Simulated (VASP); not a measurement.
# B2O in VASP: notebook

B2O is run at these levels: PBE; tasks: single point.

Everything below comes from runs of VASP 6.6.1. Logs are shortened: lines on timing, memory, paths and dates and some standing lists are left out, and cuts for length are marked.

## 1. The cell of the first run

Symmetry: P-3m1, No. 164, trigonal system. The conventional cell has a = 2.879 Å, b = 2.879 Å, c = 7.052 Å, α = 90.00°, β = 90.00°, γ = 120.00°. O (site symmetry 3m) has 4 B at 1.74 to 2.00 Å within 2.3 Å. Within 2.3 Å of B (site symmetry 3m) lie 3 B at 1.69 Å and 1 O at 2.00 Å. B (site symmetry 3m) has 1 B at 1.69 Å and 3 O at 1.74 Å within 2.3 Å.

## 2. Single point, PBE

Input file INCAR:

```
ALGO = Normal
EDIFF = 1E-6
ENCUT = 520
GGA = PE
ISIF = 2
ISMEAR = 1
LASPH = True
LCHARG = False
LREAL = False
LWAVE = False
NBANDS = 21
NELM = 60
PREC = Accurate
SIGMA = 0.025
```

Input file KPOINTS:

```
k-points
0
Gamma
  9 9 3
```

Input file POSCAR:

```
B2O
1.0
    2.8790000000      0.0000000000      0.0000000000
   -1.4395000000      2.4932871375      0.0000000000
    0.0000000000      0.0000000000      7.0520000000
O B
2 4
Direct
    0.3333333333      0.6666666667      0.6940000000
    0.6666666667      0.3333333333      0.3060000000
    0.3333333333      0.6666666667      0.9770000000
    0.6666666667      0.3333333333      0.0230000000
    0.0000000000      0.0000000000      0.6200000000
    0.0000000000      0.0000000000      0.3800000000
```

Potentials or basis: VASP PAW PBE potentials, release 64 (O, B).

Command:

```console
$ cat potpaw_PBE.64/O/POTCAR potpaw_PBE.64/B/POTCAR > POTCAR
$ mpirun -np 1 vasp_std > vasp.out
```

OUTCAR:

```text
EDIFF = 1E-6
   ENCUT = 520
   GGA = PE
   ISIF = 2
   ISMEAR = 1
   LASPH = True
   LREAL = False
   NELM = 60
   PREC = Accurate

 ion  position               nearest neighbor table
   1  0.333  0.667  0.694-   5 1.74   5 1.74   5 1.74   3 2.00
   2  0.667  0.333  0.306-   6 1.74   6 1.74   6 1.74   4 2.00
   3  0.333  0.667  0.977-   4 1.69   4 1.69   4 1.69   1 2.00
   4  0.667  0.333  0.023-   3 1.69   3 1.69   3 1.69   2 2.00
   5  0.000  0.000  0.620-   6 1.69   1 1.74   1 1.74   1 1.74
   6  0.000  0.000  0.380-   5 1.69   2 1.74   2 1.74   2 1.74

  LATTYP: Found a hexagonal cell.
 ALAT       =     2.8790000000
 C/A-ratio  =     2.4494616186

  Lattice vectors:

 A1 = (   2.8790000000,   0.0000000000,   0.0000000000)
 A2 = (  -1.4395000000,   2.4932871375,   0.0000000000)
 A3 = (   0.0000000000,   0.0000000000,   7.0520000000)

Analysis of symmetry for initial positions (statically):
=====================================================================
 Subroutine PRICEL returns:
 Original cell was already a primitive cell.

 Routine SETGRP: Setting up the symmetry group for a
 hexagonal supercell.

 Subroutine GETGRP returns: Found 12 space group operations
 (whereof 12 operations were pure point group operations)
 out of a pool of 24 trial point group operations.

The static configuration has the point symmetry D_3d.

Analysis of symmetry for dynamics (positions and initial velocities):
=====================================================================
 Subroutine PRICEL returns:
 Original cell was already a primitive cell.

 Routine SETGRP: Setting up the symmetry group for a
 hexagonal supercell.

 Subroutine GETGRP returns: Found 12 space group operations
 (whereof 12 operations were pure point group operations)
 out of a pool of 24 trial point group operations.

The dynamic configuration has the point symmetry D_3d.

 Subroutine INISYM returns: Found 12 space group operations
 (whereof 12 operations are pure point group operations),
 and found     1 'primitive' translations

----------------------------------------------------------------------------------------

[... 98 lines left out ...]
   ENCUT  =  520.0 eV  38.22 Ry    6.18 a.u.   5.35  5.35 13.11*2*pi/ulx,y,z
   NELM   =     60;   NELMIN=  2; NELMDL= -5     # of ELM steps
   EDIFF  = 0.1E-05   stopping-criterion for ELM
   LREAL  =      F    real-space projection
   EDIFFG = 0.1E-04   stopping-criterion for IOM
   NSW    =      0    number of steps for IOM
   IBRION =     -1    ionic relax: 0-MD 1-quasi-New 2-CG
   NFREE  =      0    steps in history (QN), initial steepest desc. (CG)
   ISIF   =      2    stress and relaxation
   ISYM   =      2    0-nonsym 1-usesym 2-fastsym
   POTIM  = 0.5000    time-step for ionic-motion
   TEBEG  =    0.0;   TEEND  =   0.0 temperature during run
   PSTRESS=    0.0 pullay stress
   NELECT =      24.0000    total number of electrons
   NUPDOWN=      -1.0000    fix difference up-down
   EMIN   =  10.00;   EMAX   =-10.00  energy-range for DOS
   EFERMI =   0.00;   METHOD = LEGACY
   ISMEAR =     1;   SIGMA  =   0.03  broadening in eV -4-tet -1-fermi 0-gaus
   EFERMI_NEDOS =   21; number of points for ismear=-14 and -15
   IALGO  =     38    algorithm
   IMIX   =      4    mixing-type and parameters
     AMIX     =   0.40;   BMIX     =  1.00
     AMIX_MAG =   1.60;   BMIX_MAG =  1.00
  volume/ion in A,a.u.               =       8.44        56.93
  Fermi-wavevector in a.u.,A,eV,Ry     =   1.276546  2.412322 22.171644  1.629570
  Thomas-Fermi vector in A             =   2.409196
   LORBIT       =      0    0 simple, 1 ext, 2 COOP (PROOUT), +10 PAW based schemes
   GGA     = PE    functional components
   LHFCALC =     F    Hartree Fock is set to
   AEXX    =    0.0000 exact exchange contribution
   IVDW    =     0    specifies the selected vdW correction
   LEPSILON=     F    determine dielectric tensor
   LRPA    =     F    only Hartree local field effects (RPA)
 non-spin polarized calculation
 Methfessel and Paxton  Order N= 1 SIGMA  =   0.03
  energy-cutoff  :      520.00
  volume of cell :       50.62
 maximum number of plane-waves:      1388
 NGX is ok and might be reduce to    24
   NGX = 11   NGY = 11   NGZ = 27

 number of electron      23.9999996 magnetization

 Free energy of the ion-electron system (eV)
  ---------------------------------------------------
  ext. energy  EPLUGINS =         0.00000000
  ---------------------------------------------------
  free energy    TOTEN  =       -37.62790187 eV

  energy without entropy =      -37.62778185  energy(sigma->0) =      -37.62786186

 E-fermi :   6.1764     XC(G=0): -11.0693

 val. band max:        6.1744211880   @ k =   0.3333  -0.0000   0.0000
 cond. band min:       6.1868307013   @ k =   0.1111   0.1111   0.3333
 fundamental gap:      0.0124095133
 Fermi energy:         6.1764031777

 k-point     1 :       0.0000    0.0000    0.0000
  band No.  band energies     occupation
      1     -17.3174      2.00000
      2     -16.8078      2.00000
      3      -6.4138      2.00000
      4      -3.5712      2.00000
      5      -1.9669      2.00000
      6      -0.7824      2.00000
[... 565 lines left out ...]
     20      13.8253      0.00000
     21      15.4428      0.00000

 [... further k-points ...]

------------------------ aborting loop because EDIFF is reached ----------------------------------------

  FORCE on cell =-STRESS in cart. coord.  units (eV):
  Direction    XX          YY          ZZ          XY          YZ          ZX
  --------------------------------------------------------------------------------------
  -------------------------------------------------------------------------------------
  Total       -9.0643778     -9.0643778      0.1751271      0.0000000      0.0000000      0.0000000
  in kB     -286.8945619   -286.8945619      5.5429083      0.0000000      0.0000000      0.0000000
  external PRESSURE =    -189.4154051 kB  Pullay stress =       0.0000000 kB

 VOLUME and BASIS-vectors are now :
 -----------------------------------------------------------------------------
  energy-cutoff  :      520.00
  volume of cell :       50.62
      direct lattice vectors                 reciprocal lattice vectors
     2.879000000  0.000000000  0.000000000     0.347342827  0.200538475  0.000000000
    -1.439500000  2.493287137  0.000000000     0.000000000  0.401076950  0.000000000
     0.000000000  0.000000000  7.052000000     0.000000000  0.000000000  0.141803744

 POSITION                                       TOTAL-FORCE (eV/Angst)
 -----------------------------------------------------------------------------------
     -0.00000      1.66219      4.89409        -0.000000     -0.000000      0.193033
      1.43950      0.83110      2.15791         0.000000      0.000000     -0.193033
     -0.00000      1.66219      6.88980        -0.000000      0.000000     -0.022779
      1.43950      0.83110      0.16220         0.000000      0.000000      0.022779
      0.00000      0.00000      4.37224        -0.000000      0.000000     -0.157810
      0.00000      0.00000      2.67976         0.000000      0.000000      0.157810
 -----------------------------------------------------------------------------------
    total drift:                                0.000000     -0.000000      0.000000

  FREE ENERGIE OF THE ION-ELECTRON SYSTEM (eV)
  ---------------------------------------------------
  free  energy   TOTEN  =       -37.6279018708 eV

  energy  without entropy=      -37.6277818494  energy(sigma->0) =      -37.62786186
```

OSZICAR:

```text
N       E                     dE             d eps       ncg     rms          rms(c)
DAV:   1     0.730030837954E+02    0.73003E+02   -0.12348E+04  1302   0.107E+03
DAV:   2    -0.366762641176E+02   -0.10968E+03   -0.10506E+03  1639   0.227E+02
DAV:   3    -0.417440412207E+02   -0.50678E+01   -0.50311E+01  1709   0.447E+01
[... 12 lines left out ...]
DAV:  16    -0.376279809309E+02    0.69831E-05   -0.19491E-05  1447   0.260E-02    0.544E-02
DAV:  17    -0.376279724697E+02    0.84611E-05   -0.66004E-07  1058   0.462E-03    0.521E-02
DAV:  18    -0.376279045232E+02    0.67946E-04   -0.65342E-05  1543   0.358E-02    0.153E-02
DAV:  19    -0.376279023643E+02    0.21589E-05   -0.46204E-06  1536   0.106E-02    0.954E-03
DAV:  20    -0.376279018708E+02    0.49352E-06   -0.65816E-07   921   0.423E-03
   1 F= -.37627902E+02 E0= -.37627862E+02  d E =-.120021E-03
```

stdout:

```text
POSCAR found type information on POSCAR O B
 POSCAR found :  2 types and       6 ions
 scaLAPACK will be used
 LDA part: xc-table for (Slater+PW92), standard interpolation
 POSCAR, INCAR and KPOINTS ok, starting setup
 FFT: planning ... GRIDC
 FFT: planning ... GRID_SOFT
 FFT: planning ... GRID
 WAVECAR not read
 entering main loop
```

Run time: 24 s. Hardware: 1 thread of Intel Xeon Platinum 8559C (Emerald Rapids), shared host; peak memory 0.18 GiB.

Results:

* Free energy: -37.6279 eV
* Pressure: -18.9 GPa
* Largest force: 0.193 eV/Å
* Band gap on the k mesh: zero (band 12 reaches 6.70 eV, above the bottom of band 13 at 5.50 eV)

Forces on the atoms (eV/Å):
```
O    0.000  0.000  0.193
O    0.000  0.000 -0.193
B    0.000  0.000 -0.023
B    0.000  0.000  0.023
B    0.000  0.000 -0.158
B    0.000  0.000  0.158
```

Stress tensor (GPa, compression positive):
```
-28.69   0.00   0.00
  0.00 -28.69   0.00
  0.00   0.00   0.55
```

(Part 1 of 2 ends here.)
